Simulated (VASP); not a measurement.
# GdO (F-43m) in VASP: settings compared

GdO is run at these levels: PBEsol+U, PBE+D4+U; tasks: single point.

All numbers are computed with VASP 6.6.1; they aren't measurements. Logs are shortened: lines on timing, memory, paths and dates and some standing lists are left out, and cuts for length are marked.

## 1. The cell of the first run

The structure is cubic, space group F-43m (No. 216). Conventional cell: a = 5.400 Å, b = 5.400 Å, c = 5.400 Å, α = 90.00°, β = 90.00°, γ = 90.00°. Within 3.1 Å of Gd (site symmetry -43m) lie 4 O at 2.34 Å. O (site symmetry -43m) has 4 Gd at 2.34 Å within 3.1 Å.

## 2. Single point, PBEsol+U, collinear spin, ferromagnetic start

File INCAR:

```
SYSTEM = GdO
ALGO = Normal
EDIFF = 1E-6
ENCUT = 520
GGA = PS
ISIF = 2
ISMEAR = 0
ISPIN = 2
LASPH = .True.
LCHARG = .False.
LDAU = .True.
LDAUJ = 0 0
LDAUL = 3 -1
LDAUPRINT = 1
LDAUTYPE = 2
LDAUU = 6 0
LMAXMIX = 6
LORBIT = 11
LREAL = .False.
LWAVE = .False.
MAGMOM = 7.72 0.01
NBANDS = 23
NELM = 150
PREC = Accurate
SIGMA = 0.05
```

File KPOINTS:

```
k-points
0
Gamma
  8 8 8
  0 0 0
```

File POSCAR:

```
GdO
1.0
    0.0000000000      2.6997989085      2.6997989085
    2.6997989085      0.0000000000      2.6997989085
    2.6997989085      2.6997989085      0.0000000000
Gd O
1 1
Direct
    0.0000000000      0.0000000000      0.0000000000
    0.2500000000      0.2500000000      0.2500000000
```

Potentials or basis: VASP PAW PBE potentials, release 64 (Gd, O).

On the command line:

```console
$ cat potpaw_PBE.64/Gd/POTCAR potpaw_PBE.64/O/POTCAR > POTCAR
$ mpirun -np 1 vasp_std > vasp.out
```

OUTCAR:

```text
SYSTEM = GdO
   EDIFF = 1E-6
   ENCUT = 520
   GGA = PS
   ISIF = 2
   ISMEAR = 0
   ISPIN = 2
   LASPH = .True.
   LORBIT = 11
   LREAL = .False.
   NELM = 150
   PREC = Accurate

 ion  position               nearest neighbor table
   1  0.000  0.000  0.000-   2 2.34   2 2.34   2 2.34   2 2.34
   2  0.250  0.250  0.250-   1 2.34   1 2.34   1 2.34   1 2.34

  LATTYP: Found a face centered cubic cell.
 ALAT       =     5.3995978170

  Lattice vectors:

 A1 = (   0.0000000000,   2.6997989085,   2.6997989085)
 A2 = (   2.6997989085,   0.0000000000,   2.6997989085)
 A3 = (   2.6997989085,   2.6997989085,   0.0000000000)

Analysis of symmetry for initial positions (statically):
=====================================================================
 Subroutine PRICEL returns:
 Original cell was already a primitive cell.

 Routine SETGRP: Setting up the symmetry group for a
 face centered cubic supercell.

 Subroutine GETGRP returns: Found 24 space group operations
 (whereof 24 operations were pure point group operations)
 out of a pool of 48 trial point group operations.

The static configuration has the point symmetry T_d .

Analysis of symmetry for dynamics (positions and initial velocities):
=====================================================================
 Subroutine PRICEL returns:
 Original cell was already a primitive cell.

 Routine SETGRP: Setting up the symmetry group for a
 face centered cubic supercell.

 Subroutine GETGRP returns: Found 24 space group operations
 (whereof 24 operations were pure point group operations)
 out of a pool of 48 trial point group operations.

The dynamic configuration has the point symmetry T_d .

Analysis of structural, dynamic, and magnetic symmetry:
=====================================================================
 Subroutine PRICEL returns:
 Original cell was already a primitive cell.

[... 183 lines left out ...]
  o =  0.9916  v =  0.0000  0.0000  0.0000 -0.0317  0.6121 -0.0000 -0.7902  0.0000  0.0000  0.0000  0.0000  0.0000  0.0000  0.0000      0.0000  0.0000  0.0000  0.0000  0.0000  0.0000  0.0000  0.0000  0.0000  0.0000  0.0000  0.0000  0.0000  0.0000
  o =  0.9916  v = -0.7906 -0.0000 -0.6124  0.0000  0.0000 -0.0000 -0.0000  0.0000  0.0000  0.0000  0.0000  0.0000  0.0000  0.0000      0.0000  0.0000  0.0000  0.0000  0.0000  0.0000  0.0000  0.0000  0.0000  0.0000  0.0000  0.0000  0.0000  0.0000
  o =  0.9919  v =  0.0000 -0.0000 -0.0000  0.0000 -0.7903  0.0241 -0.6122  0.0000  0.0000  0.0000  0.0000  0.0000  0.0000  0.0000      0.0000  0.0000  0.0000  0.0000  0.0000  0.0000  0.0000  0.0000  0.0000  0.0000  0.0000  0.0000  0.0000  0.0000
  o =  0.9919  v =  0.6124 -0.0000 -0.7906  0.0000  0.0000 -0.0000 -0.0000  0.0000  0.0000  0.0000  0.0000  0.0000  0.0000  0.0000      0.0000  0.0000  0.0000  0.0000  0.0000  0.0000  0.0000  0.0000  0.0000  0.0000  0.0000  0.0000  0.0000  0.0000
  o =  0.9919  v =  0.0000 -0.0000 -0.0000 -0.0000  0.0190  0.9997  0.0147  0.0000  0.0000  0.0000  0.0000  0.0000  0.0000  0.0000      0.0000  0.0000  0.0000  0.0000  0.0000  0.0000  0.0000  0.0000  0.0000  0.0000  0.0000  0.0000  0.0000  0.0000
  o =  0.9983  v =  0.0000  1.0000 -0.0000  0.0000 -0.0000  0.0000 -0.0000  0.0000  0.0000  0.0000  0.0000  0.0000  0.0000  0.0000      0.0000  0.0000  0.0000  0.0000  0.0000  0.0000  0.0000  0.0000  0.0000  0.0000  0.0000  0.0000  0.0000  0.0000

 number of electron      23.9999990 magnetization       7.9412421

 Free energy of the ion-electron system (eV)
  ---------------------------------------------------
  ext. energy  EPLUGINS =         0.00000000
  ---------------------------------------------------
  free energy    TOTEN  =       -22.31720991 eV

  energy without entropy =      -22.31621050  energy(sigma->0) =      -22.31671020

 E-fermi :   3.9614     XC(G=0): -10.2775

 val. band max:        3.9606006138   @ k =   0.3750   0.0000   0.0000
 cond. band min:       4.0098393786   @ k =   0.5000   0.0000   0.0000
 fundamental gap:      0.0492387648
 Fermi energy:         3.9614428515

 spin component 1

 k-point     1 :       0.0000    0.0000    0.0000
  band No.  band energies     occupation
      1     -41.9419      1.00000
      2     -19.1426      1.00000
      3     -19.1426      1.00000
      4     -19.1426      1.00000
      5     -15.3859      1.00000
      6      -4.4930      1.00000
[... 1241 lines left out ...]
     22      12.9944      0.00000
     23      16.6062      0.00000

 [... further k-points ...]

------------------------ aborting loop because EDIFF is reached ----------------------------------------

  FORCE on cell =-STRESS in cart. coord.  units (eV):
  Direction    XX          YY          ZZ          XY          YZ          ZX
  --------------------------------------------------------------------------------------
  -------------------------------------------------------------------------------------
  Total       -0.9444733     -0.9444733     -0.9444733     -0.0000000     -0.0000000      0.0000000
  in kB      -38.4482020    -38.4482020    -38.4482020     -0.0000000     -0.0000000      0.0000000
  external PRESSURE =     -38.4482020 kB  Pullay stress =       0.0000000 kB

 VOLUME and BASIS-vectors are now :
 -----------------------------------------------------------------------------
  energy-cutoff  :      520.00
  volume of cell :       39.36
      direct lattice vectors                 reciprocal lattice vectors
     0.000000000  2.699798909  2.699798909    -0.185198978  0.185198978  0.185198978
     2.699798909  0.000000000  2.699798909     0.185198978 -0.185198978  0.185198978
     2.699798909  2.699798909  0.000000000     0.185198978  0.185198978 -0.185198978

 POSITION                                       TOTAL-FORCE (eV/Angst)
 -----------------------------------------------------------------------------------
      0.00000      0.00000      0.00000        -0.000000     -0.000000     -0.000000
      1.34990      1.34990      1.34990         0.000000      0.000000      0.000000
 -----------------------------------------------------------------------------------
    total drift:                                0.000000      0.000000      0.000000

  FREE ENERGIE OF THE ION-ELECTRON SYSTEM (eV)
  ---------------------------------------------------
  free  energy   TOTEN  =       -22.3172099059 eV

  energy  without entropy=      -22.3162104966  energy(sigma->0) =      -22.31671020

 total charge

# of ion       s       p       d       f       tot
--------------------------------------------------
    1        2.032   5.622   0.518   6.972  15.144
    2        1.563   3.416   0.000   0.000   4.979
--------------------------------------------------
tot          3.595   9.039   0.518   6.972  20.123

 magnetization (x)

# of ion       s       p       d       f       tot
--------------------------------------------------
    1        0.008  -0.048   0.210   6.913   7.083
    2        0.005  -0.007   0.000   0.000  -0.002
--------------------------------------------------
tot          0.012  -0.055   0.210   6.913   7.081
```

OSZICAR:

```text
N       E                     dE             d eps       ncg     rms          rms(c)
DAV:   1     0.161533750451E+03    0.16153E+03   -0.85987E+03  3846   0.538E+03
DAV:   2     0.182833430354E+01   -0.15971E+03   -0.13655E+03  3838   0.505E+02
DAV:   3    -0.172623041890E+02   -0.19091E+02   -0.18774E+02  3998   0.120E+02
DAV:   4    -0.193604232617E+02   -0.20981E+01   -0.20857E+01  4970   0.259E+01
DAV:   5    -0.194258804209E+02   -0.65457E-01   -0.65429E-01  4192   0.591E+00    0.408E+01
DAV:   6    -0.222268355916E+02   -0.28010E+01   -0.17956E+01  4198   0.142E+02    0.761E+01
DAV:   7    -0.222799924284E+02   -0.53157E-01   -0.26102E+00  4267   0.161E+01    0.546E+01
DAV:   8    -0.222433525665E+02    0.36640E-01   -0.61020E-01  4890   0.159E+01    0.285E+01
DAV:   9    -0.222724210514E+02   -0.29068E-01   -0.30984E-01  4034   0.136E+01    0.943E+00
DAV:  10    -0.223164649318E+02   -0.44044E-01   -0.52470E-02  4172   0.578E+00    0.220E+00
DAV:  11    -0.223167355744E+02   -0.27064E-03   -0.12314E-02  4473   0.139E+00    0.145E+00
DAV:  12    -0.223173144767E+02   -0.57890E-03   -0.22948E-03  4038   0.499E-01    0.913E-01
DAV:  13    -0.223171745756E+02    0.13990E-03   -0.80813E-04  4605   0.527E-01    0.166E-01
DAV:  14    -0.223171943215E+02   -0.19746E-04   -0.92049E-05  4059   0.690E-02    0.829E-02
DAV:  15    -0.223172080593E+02   -0.13738E-04   -0.10705E-05  4370   0.630E-02    0.377E-02
DAV:  16    -0.223172100524E+02   -0.19931E-05   -0.15055E-06  3213   0.263E-02    0.113E-02
DAV:  17    -0.223172099059E+02    0.14649E-06   -0.29100E-07  2277   0.134E-02
   1 F= -.22317210E+02 E0= -.22316710E+02  d E =-.999409E-03  mag=     7.9412
```

Run time: 71 s. Hardware: 1 thread of Intel Xeon 6975P-C, shared host; peak memory 0.21 GiB.

Results:

```
Free energy                                           : -22.3172 eV
Pressure                                              : -3.8 GPa
Net moment                                            : 7.94 μB per cell
Site moments                                          : Gd +7.08; O -0.00 μB
Valence electrons inside the program's atomic spheres : Gd 15.14; O 4.98
```

Levels at points of the mesh, in eV from the Fermi level:
Spin up:
```csv
k point,band 14,band 15,band 16,band 17,band 18,band 19
"(0.00, 0.00, 0.00)",-5.65,-5.65,-2.49,2.35,2.35,4.32
"(0.50, 0.00, 0.00)",-5.24,-5.24,0.05,2.24,2.24,2.72
"(0.50, 0.50, 0.00)",-4.50,-4.50,-1.03,0.84,3.92,4.40
```
Spin down:
```tsv
k point	band 4	band 5	band 6	band 7	band 8	band 9	band 10	band 11	band 12	band 13
(0.00, 0.00, 0.00)	-20.69	-19.22	-5.50	-5.50	-5.50	-1.09	2.71	2.71	2.71	3.01
(0.50, 0.00, 0.00)	-20.79	-18.04	-5.09	-5.09	-5.07	1.38	2.37	2.60	2.60	2.93
(0.50, 0.50, 0.00)	-20.94	-17.71	-6.03	-4.38	-4.38	0.90	1.39	2.77	2.83	2.83
```

Eigenvalues of the final occupation matrices:
| site | spin | trace | eigenvalues |
| --- | --- | --- | --- |
| site 1 f | 1 | 6.95 | 0.99 0.99 0.99 0.99 0.99 0.99 1.00 |
| site 1 f | 2 | 0.03 | 0.00 0.00 0.00 0.00 0.00 0.00 0.01 |

Caveat: the PAW data sets were made with another functional, which shifts forces and pressure a little; spin-orbit coupling is left out, which moves the levels of the heavy elements; a cell with one magnetic atom can't hold antiferromagnetic order, which such compounds often take. The state reached can hang on the start; a lower one may exist.

## 3. Single point, PBE+D4+U, collinear spin, ferromagnetic start

File INCAR:

```
SYSTEM = GdO
PREC = Accurate ; ENCUT = 520
EDIFF = 1E-6 ; ISMEAR = 0
SIGMA = 0.05 ; LREAL = .FALSE.
LASPH = .TRUE. ; NELM = 150
ALGO = Normal ; ISIF = 2
LWAVE = .FALSE. ; LCHARG = .FALSE.
ISPIN = 2 ; MAGMOM = 7.72 0
LORBIT = 11 ; LMAXMIX = 6
LDAU = .TRUE. ; LDAUTYPE = 2
LDAUL = 3 -1 ; LDAUU = 6 0
LDAUJ = 0 0 ; LDAUPRINT = 1
GGA = PE ; IVDW = 13
NBANDS = 23
```

File KPOINTS:

```
regular mesh
0
G
  8 8 8
  0 0 0
```

File POSCAR:

```
GdO
1.0
    0.0000000000      2.7000000000      2.7000000000
    2.7000000000      0.0000000000      2.7000000000
    2.7000000000      2.7000000000      0.0000000000
Gd O
1 1
Direct
    0.0000000000      0.0000000000      0.0000000000
    0.2500000000      0.2500000000      0.2500000000
```

Potentials or basis: VASP PAW PBE potentials, release 64 (Gd, O).

On the command line:

```console
$ cat potpaw_PBE.64/Gd/POTCAR potpaw_PBE.64/O/POTCAR > POTCAR
$ mpirun -np 1 vasp_std > vasp.out
```

Run time: 69 s. Hardware: 1 thread of Intel Xeon 6975P-C, shared host; peak memory 0.21 GiB.

Results (log left out):

```yaml
Free_energy: -22.1699 eV
Pressure: -2.3 GPa
Net_moment: 7.94 μB per cell
Site_moments: Gd +7.07; O +0.01 μB
Valence_electrons_inside_the_program's_atomic_spheres: Gd 15.16; O 5.00
Dispersion_energy_per_atom: -0.238 eV
```

Levels at points of the mesh, in eV from the Fermi level:
Spin up:
| k point | band 12 | band 13 | band 14 | band 15 | band 16 | band 17 | band 18 | band 19 | band 20 | band 21 |
| --- | --- | --- | --- | --- | --- | --- | --- | --- | --- | --- |
| (0.00, 0.00, 0.00) | -8.37 | -5.60 | -5.60 | -5.60 | -2.44 | 2.45 | 2.45 | 4.34 | 4.34 | 4.34 |
| (0.50, 0.00, 0.00) | -8.37 | -5.39 | -5.19 | -5.19 | 0.03 | 2.32 | 2.32 | 2.86 | 4.43 | 4.43 |
| (0.50, 0.50, 0.00) | -8.38 | -6.18 | -4.47 | -4.47 | -1.02 | 0.94 | 4.00 | 4.45 | 4.45 | 7.10 |
Spin down:
| k point | band 6 | band 7 | band 8 | band 9 | band 10 | band 11 |
| --- | --- | --- | --- | --- | --- | --- |
| (0.00, 0.00, 0.00) | -5.45 | -5.45 | -5.45 | -1.05 | 2.72 | 2.72 |
| (0.50, 0.00, 0.00) | -5.06 | -5.06 | -5.03 | 1.42 | 2.39 | 2.61 |
| (0.50, 0.50, 0.00) | -5.99 | -4.35 | -4.35 | 0.95 | 1.42 | 2.78 |

Eigenvalues of the final occupation matrices:
| site | spin | trace | eigenvalues |
| --- | --- | --- | --- |
| site 1 f | 1 | 6.95 | 0.99 0.99 0.99 0.99 0.99 0.99 1.00 |
| site 1 f | 2 | 0.03 | 0.00 0.00 0.00 0.00 0.00 0.00 0.01 |

Caveat: spin-orbit coupling is left out, which moves the levels of the heavy elements; a cell with one magnetic atom can't hold antiferromagnetic order, which such compounds often take; pairwise dispersion overbinds metals, which lowers pressure and volume. The state reached can hang on the start; a lower one may exist.
